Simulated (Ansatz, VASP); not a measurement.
# BeTe: VASP beside Ansatz

```
Be Te
1.0
     0.00000    2.77312    2.77312
     2.77312    0.00000    2.77312
     2.77312    2.77312    0.00000
Be Te
1 1
Direct
  0.00000 0.00000 0.00000
  0.25000 0.25000 0.25000
```

Alike in both runs: task single point; functional PBE; k mesh 6 × 6 × 6; occupations gaussian, width 0.0217 eV; no spin polarisation.

|  | VASP | Ansatz |
| --- | --- | --- |
| version | VASP 6.6.1 | Ansatz 0.2.0 |
| potentials or method | VASP PAW PBE potentials, release 64 (Be, Te), cutoff 520 eV | PAW plane waves |
| valence electrons in the cell | 8 | 18 |

|  | VASP | Ansatz | Ansatz less VASP |
| --- | --- | --- | --- |
| gap on the k mesh at the Fermi level (eV) | 1.86 | 1.87 | +0.016 |
| pressure (GPa) | 4.3 | 4.1 | -0.18 |

VASP's potentials hold 8 valence electrons a cell and Ansatz's 18, so a difference there can come from the potentials and not from the codes.

Spin-orbit coupling is off throughout.
